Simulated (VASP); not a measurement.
Mg4H:

```
Mg H
1.0
     2.22156   -2.75602    0.00000
     2.22156    2.75602    0.00000
     0.00000    0.00000    5.46080
Mg H
4 1
Direct
  0.00000 0.00000 0.70736
  0.00000 0.00000 0.29264
  0.71620 0.71620 0.00000
  0.28380 0.28380 0.00000
  0.50000 0.50000 0.50000
```

The cell was generated, and may not be a known phase.

```yaml
Program: VASP 6.6.1
Task: relaxation of cell and atoms
Functional: PBE
Potentials_or_basis: VASP PAW PBE potentials, release 64 (Mg_sv, H)
Cutoff: 840 eV
k_mesh: 6 × 6 × 4
Occupations: gaussian, width 0.1 eV
Spin: no spin polarisation
```

At the start: pressure 56.6 GPa; volume 13.37 Å³/atom.

Problem. Where does the relaxation end?

Solution. Over 14 steps the energy falls by 2066.4 meV/atom and the volume is 22.52 Å³/atom (+68.4 %); space group Cmmm (No. 65, to 0.1 Å) before and after.

The path:
```
step  energy change (eV)  largest force (eV/Å)  pressure (GPa)  volume (Å³)
   1              0.0000                6.1632           56.60        66.87
   2             -9.3020                3.3635            0.15       120.12
   3             -9.3108                3.0014            4.33       110.80
   4             -9.3424                3.2792            1.68       116.83
   5             -9.9367                0.6462           -6.47       125.64
   6             -9.9990                0.9152           -4.47       123.47
   7            -10.2865                0.3735           -0.13       113.93
   8            -10.2913                0.2767            0.53       112.54
   9            -10.3111                0.1813            0.15       112.67
  10            -10.3147                0.2799           -0.10       112.75
  11            -10.3244                0.2073           -0.02       112.55
  12            -10.3312                0.0738            0.10       112.24
  13            -10.3313                0.0537            0.11       112.20
  14            -10.3318                0.0048           -0.01       112.58
```

Final structure:
```xyz
5
Lattice="2.8225 -2.6311 0.0000 2.8225 2.6311 0.0000 0.0000 0.0000 7.5798" Properties=species:S:1:pos:R:3 pbc="T T T"
Mg    0.0000    0.0000    5.1231
Mg    0.0000    0.0000    2.4567
Mg    4.1795    0.0000    0.0000
Mg    1.4655    0.0000    0.0000
H     2.8225    0.0000    3.7899
```

Caveat: the volume moved by over 15 % at a fixed basis, so the end points are rough.
